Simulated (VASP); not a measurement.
# CdTe (F-43m) in VASP: notebook

The runs below take CdTe through single point, with LDA.

Everything below comes from runs of VASP 6.6.1. Logs are shortened: lines on timing, memory, paths and dates and some standing lists are left out, and cuts for length are marked.

## 1. The cell of the first run

The structure is cubic, space group F-43m (No. 216). Conventional cell: a = 6.409 Å, b = 6.409 Å, c = 6.409 Å, α = 90.00°, β = 90.00°, γ = 90.00°. Within 3.7 Å of Cd (site symmetry -43m) lie 4 Te at 2.78 Å. Te (site symmetry -43m) has 4 Cd at 2.78 Å within 3.7 Å.

## 2. Single point, LDA

The input, INCAR:

```
  PREC = Accurate
  ENCUT = 500
  EDIFF = 1E-6
  ISMEAR = 0
  SIGMA = 0.02
  LREAL = F
  LASPH = T
  NELM = 120
  ALGO = Normal
  ISIF = 2
  LWAVE = F
  LCHARG = F
  NBANDS = 16
  GGA_COMPAT = F
```

The input, KPOINTS:

```
Automatic mesh
0
Gamma
  8 8 8
```

The input, POSCAR:

```
CdTe
1.0
    0.0000000000      3.2045940487      3.2045940487
    3.2045940487      0.0000000000      3.2045940487
    3.2045940487      3.2045940487      0.0000000000
Cd Te
1 1
Direct
    0.0000000000      0.0000000000      0.0000000000
    0.2500000000      0.2500000000      0.2500000000
```

Potentials or basis: VASP PAW LDA potentials, release 64 (Cd, Te).

Started as:

```bash
cat potpaw_LDA.64/Cd/POTCAR potpaw_LDA.64/Te/POTCAR > POTCAR
mpirun -np 1 vasp_std > vasp.out
```

OUTCAR:

```text
PREC = Accurate
   ENCUT = 500
   EDIFF = 1E-6
   ISMEAR = 0
   LREAL = F
   LASPH = T
   NELM = 120
   ISIF = 2

 ion  position               nearest neighbor table
   1  0.000  0.000  0.000-   2 2.78   2 2.78   2 2.78   2 2.78
   2  0.250  0.250  0.250-   1 2.78   1 2.78   1 2.78   1 2.78

  LATTYP: Found a face centered cubic cell.
 ALAT       =     6.4091880974

  Lattice vectors:

 A1 = (   0.0000000000,   3.2045940487,   3.2045940487)
 A2 = (   3.2045940487,   0.0000000000,   3.2045940487)
 A3 = (   3.2045940487,   3.2045940487,   0.0000000000)

Analysis of symmetry for initial positions (statically):
=====================================================================
 Subroutine PRICEL returns:
 Original cell was already a primitive cell.

 Routine SETGRP: Setting up the symmetry group for a
 face centered cubic supercell.

 Subroutine GETGRP returns: Found 24 space group operations
 (whereof 24 operations were pure point group operations)
 out of a pool of 48 trial point group operations.

The static configuration has the point symmetry T_d .

Analysis of symmetry for dynamics (positions and initial velocities):
=====================================================================
 Subroutine PRICEL returns:
 Original cell was already a primitive cell.

 Routine SETGRP: Setting up the symmetry group for a
 face centered cubic supercell.

 Subroutine GETGRP returns: Found 24 space group operations
 (whereof 24 operations were pure point group operations)
 out of a pool of 48 trial point group operations.

The dynamic configuration has the point symmetry T_d .

 Subroutine INISYM returns: Found 24 space group operations
 (whereof 24 operations are pure point group operations),
 and found     1 'primitive' translations

----------------------------------------------------------------------------------------

                                     Primitive cell

  volume of cell :      65.8187

  direct lattice vectors                    reciprocal lattice vectors
     0.000000000  3.204594049  3.204594049    -0.156026003  0.156026003  0.156026003
     3.204594049  0.000000000  3.204594049     0.156026003 -0.156026003  0.156026003
     3.204594049  3.204594049  0.000000000     0.156026003  0.156026003 -0.156026003

  length of vectors
     4.531980366  4.531980366  4.531980366     0.270244964  0.270244964  0.270244964

  position of ions in fractional coordinates (direct lattice)
     0.000000000  0.000000000  0.000000000
     0.250000000  0.250000000  0.250000000

  ion indices of the primitive-cell ions
   primitive index   ion index
                 1           1
                 2           2

----------------------------------------------------------------------------------------

 KPOINTS: Automatic mesh

Automatic generation of k-mesh.
 Grid dimensions read from file:
 generate k-points for:    8    8    8

 Generating k-lattice:

  Cartesian coordinates                     Fractional coordinates (reciprocal lattice)
    -0.019503250  0.019503250  0.019503250     0.125000000  0.000000000  0.000000000
     0.019503250 -0.019503250  0.019503250     0.000000000  0.125000000  0.000000000
     0.019503250  0.019503250 -0.019503250     0.000000000  0.000000000  0.125000000

  Length of vectors
     0.033780621  0.033780621  0.033780621

  Shift w.r.t. Gamma in fractional coordinates (k-lattice)
     0.000000000  0.000000000  0.000000000

 Subroutine IBZKPT returns following result:
 ===========================================

 Found     29 irreducible k-points:

 Following reciprocal coordinates:
            Coordinates               Weight
  0.000000  0.000000  0.000000      1.000000
  0.125000  0.000000  0.000000      8.000000
  0.250000  0.000000  0.000000      8.000000
  0.375000  0.000000  0.000000      8.000000
  0.500000  0.000000  0.000000      4.000000
  0.125000  0.125000  0.000000      6.000000
[... 16 lines left out ...]
  0.500000  0.250000  0.125000     48.000000
 -0.375000  0.250000  0.125000     24.000000
 [... further k-points ...]
   k-points           NKPTS =     29   k-points in BZ     NKDIM =     29   number of bands    NBANDS=     16
   number of dos      NEDOS =    301   number of ions     NIONS =      2
   total plane-waves  NPLWV =  46656
   dimension x,y,z NGX =    36 NGY =   36 NGZ =   36
   dimension x,y,z NGXF=    72 NGYF=   72 NGZF=   72
   ions per type =               1   1
   NGX,Y,Z   is equivalent  to a cutoff of  13.21, 13.21, 13.21 a.u.
   NGXF,Y,Z  is equivalent  to a cutoff of  26.41, 26.41, 26.41 a.u.
 SYSTEM =  unknown system
   PREC   = accura    normal or accurate (medium, high low for compatibility)
   ISTART =      0    job   : 0-new  1-cont  2-samecut
   ICHARG =      2    charge: 1-file 2-atom 10-const
   ISPIN  =      1    spin polarized calculation?
   LNONCOLLINEAR =      F non collinear calculations
   LSORBIT =      F    spin-orbit coupling
   LASPH  =      T    aspherical Exc in radial PAW
   ENCUT  =  500.0 eV  36.75 Ry    6.06 a.u.   8.26  8.26  8.26*2*pi/ulx,y,z
   NELM   =    120;   NELMIN=  2; NELMDL= -5     # of ELM steps
   EDIFF  = 0.1E-05   stopping-criterion for ELM
   LREAL  =      F    real-space projection
   EDIFFG = 0.1E-04   stopping-criterion for IOM
   NSW    =      0    number of steps for IOM
   IBRION =     -1    ionic relax: 0-MD 1-quasi-New 2-CG
   NFREE  =      0    steps in history (QN), initial steepest desc. (CG)
   ISIF   =      2    stress and relaxation
   ISYM   =      2    0-nonsym 1-usesym 2-fastsym
   POTIM  = 0.5000    time-step for ionic-motion
   TEBEG  =    0.0;   TEEND  =   0.0 temperature during run
   PSTRESS=    0.0 pullay stress
   NELECT =      18.0000    total number of electrons
   NUPDOWN=      -1.0000    fix difference up-down
   EMIN   =  10.00;   EMAX   =-10.00  energy-range for DOS
   EFERMI =   0.00;   METHOD = LEGACY
   ISMEAR =     0;   SIGMA  =   0.02  broadening in eV -4-tet -1-fermi 0-gaus
   EFERMI_NEDOS =   21; number of points for ismear=-14 and -15
   IALGO  =     38    algorithm
   IMIX   =      4    mixing-type and parameters
     AMIX     =   0.40;   BMIX     =  1.00
     AMIX_MAG =   1.60;   BMIX_MAG =  1.00
  volume/ion in A,a.u.               =      32.91       222.08
  Fermi-wavevector in a.u.,A,eV,Ry     =   1.062631  2.008082 15.363501  1.129185
  Thomas-Fermi vector in A             =   2.198089
   LORBIT       =      0    0 simple, 1 ext, 2 COOP (PROOUT), +10 PAW based schemes
   GGA     = CA    functional components
   LHFCALC =     F    Hartree Fock is set to
   AEXX    =    0.0000 exact exchange contribution
   IVDW    =     0    specifies the selected vdW correction
   LEPSILON=     F    determine dielectric tensor
   LRPA    =     F    only Hartree local field effects (RPA)
 non-spin polarized calculation
 Gauss-broadening in eV      SIGMA  =   0.02
  energy-cutoff  :      500.00
  volume of cell :       65.82
 maximum number of plane-waves:      1700
 NGX is ok and might be reduce to    36
   NGX = 17   NGY = 17   NGZ = 17

 number of electron      17.9999996 magnetization

 Free energy of the ion-electron system (eV)
  ---------------------------------------------------
  ext. energy  EPLUGINS =         0.00000000
  ---------------------------------------------------
  free energy    TOTEN  =        -6.05085734 eV

  energy without entropy =       -6.05085734  energy(sigma->0) =       -6.05085734

 E-fermi :   2.6029     XC(G=0):  -9.0915

 val. band max:        2.4696682778   @ k =   0.0000   0.0000   0.0000
 cond. band min:       3.1242222317   @ k =   0.0000   0.0000   0.0000
 fundamental gap:      0.6545539539
 Fermi energy:         2.6028731614

 k-point     1 :       0.0000    0.0000    0.0000
  band No.  band energies     occupation
      1      -8.9681      2.00000
      2      -5.9436      2.00000
      3      -5.9436      2.00000
      4      -5.9436      2.00000
      5      -5.6538      2.00000
      6      -5.6538      2.00000
[... 8 lines left out ...]
     15      11.8638      0.00000
     16      11.8638      0.00000

 k-point     2 :       0.1250    0.0000    0.0000
  band No.  band energies     occupation
      1      -8.9042      2.00000
      2      -5.9312      2.00000
      3      -5.9312      2.00000
      4      -5.8977      2.00000
      5      -5.6549      2.00000
      6      -5.6549      2.00000
[... 8 lines left out ...]
     15      11.0707      0.00000
     16      11.0707      0.00000

 k-point     3 :       0.2500    0.0000    0.0000
  band No.  band energies     occupation
      1      -8.7488      2.00000
      2      -5.9038      2.00000
      3      -5.9038      2.00000
      4      -5.7389      2.00000
      5      -5.6546      2.00000
      6      -5.6546      2.00000
[... 8 lines left out ...]
     15      10.8613      0.00000
     16      10.8613      0.00000

 k-point     4 :       0.3750    0.0000    0.0000
  band No.  band energies     occupation
      1      -8.5941      2.00000
      2      -5.8811      2.00000
      3      -5.8811      2.00000
      4      -5.6487      2.00000
      5      -5.6487      2.00000
      6      -5.4634      2.00000
[... 8 lines left out ...]
     15      11.6864      0.00000
     16      11.6864      0.00000
[... 324 lines left out ...]
 k-point    22 :       0.3750    0.2500    0.1250
  band No.  band energies     occupation
      1      -8.6349      2.00000
      2      -5.8731      2.00000
      3      -5.8599      2.00000
      4      -5.7146      2.00000
      5      -5.6443      2.00000
      6      -5.5754      2.00000
[... 8 lines left out ...]
     15      12.2419      0.00000
     16      12.8267      0.00000

 k-point    23 :       0.5000    0.2500    0.1250
  band No.  band energies     occupation
      1      -8.5140      2.00000
      2      -5.8515      2.00000
      3      -5.8401      2.00000
      4      -5.6872      2.00000
      5      -5.6437      2.00000
      6      -5.3341      2.00000
[... 8 lines left out ...]
     15      12.3926      0.00000
     16      13.1005      0.00000

 k-point    24 :      -0.3750    0.2500    0.1250
  band No.  band energies     occupation
      1      -8.4652      2.00000
      2      -5.8464      2.00000
      3      -5.8317      2.00000
      4      -5.6728      2.00000
      5      -5.6486      2.00000
      6      -5.1778      2.00000
[... 8 lines left out ...]
     15      12.4833      0.00000
     16      13.0599      0.00000

 [... further k-points ...]
[... 5 lines left out ...]
  --------------------------------------------------------------------------------------
  -------------------------------------------------------------------------------------
  Total        0.1058453      0.1058453      0.1058453     -0.0000000     -0.0000000     -0.0000000
  in kB        2.5765166      2.5765166      2.5765166     -0.0000000     -0.0000000     -0.0000000
  external PRESSURE =       2.5765166 kB  Pullay stress =       0.0000000 kB

 VOLUME and BASIS-vectors are now :
 -----------------------------------------------------------------------------
  energy-cutoff  :      500.00
  volume of cell :       65.82
      direct lattice vectors                 reciprocal lattice vectors
     0.000000000  3.204594049  3.204594049    -0.156026003  0.156026003  0.156026003
     3.204594049  0.000000000  3.204594049     0.156026003 -0.156026003  0.156026003
     3.204594049  3.204594049  0.000000000     0.156026003  0.156026003 -0.156026003

 POSITION                                       TOTAL-FORCE (eV/Angst)
 -----------------------------------------------------------------------------------
      0.00000      0.00000      0.00000        -0.000000     -0.000000     -0.000000
      1.60230      1.60230      1.60230         0.000000      0.000000      0.000000
 -----------------------------------------------------------------------------------
    total drift:                                0.000000      0.000000      0.000000

  FREE ENERGIE OF THE ION-ELECTRON SYSTEM (eV)
  ---------------------------------------------------
  free  energy   TOTEN  =        -6.0508573421 eV

  energy  without entropy=       -6.0508573421  energy(sigma->0) =       -6.05085734
```

Run time: 29 s. Hardware: 1 thread of AMD EPYC 7R43 (Zen 3), shared host; peak memory 0.15 GiB.

What came out:

* Free energy: -6.0509 eV
* Pressure: 0.3 GPa
* Band gap on the k mesh: 0.65 eV

Levels at points of the mesh, in eV from the valence-band top:
```
           k point  band 6  band 7  band 8  band 9  band 10  band 11  band 12  band 13
(0.00, 0.00, 0.00)   -8.12    0.00    0.00    0.00     0.65     4.48     4.48     4.48
(0.50, 0.00, 0.00)   -7.75   -4.69   -0.84   -0.84     1.69     5.08     5.08     6.88
(0.50, 0.50, 0.00)   -7.60   -4.54   -2.01   -2.01     2.37     2.54     8.82     9.15
```

Caveat: spin-orbit coupling is left out, which moves the levels of the heavy elements.

## 3. Single point, LDA

The input, INCAR:

```
SYSTEM = CdTe
  ALGO = Normal
  EDIFF = 1E-6
  ENCUT = 500
  GGA = CA
  GGA_COMPAT = .False.
  ISIF = 2
  ISMEAR = 0
  LASPH = .True.
  LCHARG = .True.
  LELF = .True.
  LREAL = .False.
  LVHAR = .True.
  LWAVE = .False.
  NBANDS = 16
  NELM = 120
  PREC = Accurate
  SIGMA = 0.02
```

The input, KPOINTS:

```
k-points
0
Gamma
  10 10 10
  0 0 0
```

POSCAR is that of step 2.

Potentials or basis: VASP PAW LDA potentials, release 64 (Cd, Te).

Started as:

```bash
cat potpaw_LDA.64/Cd/POTCAR potpaw_LDA.64/Te/POTCAR > POTCAR
mpirun -np 1 vasp_std > vasp.out
```

Wall time 49 s (1 thread of AMD EPYC 7R43 (Zen 3), shared host); peak memory 0.16 GiB.

The run converged. Its results:

* Free energy: -6.0519 eV
* Pressure: 0.3 GPa
* Band gap on the k mesh: 0.66 eV

Levels at points of the mesh, in eV from the valence-band top:
```
           k point  band 7  band 8  band 9  band 10  band 11  band 12
(0.00, 0.00, 0.00)    0.00    0.00    0.00     0.66     4.48     4.48
(0.50, 0.00, 0.00)   -4.69   -0.84   -0.84     1.69     5.08     5.08
(0.50, 0.50, 0.00)   -4.54   -2.01   -2.01     2.37     2.54     8.82
```

Caveat: spin-orbit coupling is left out, which moves the levels of the heavy elements.
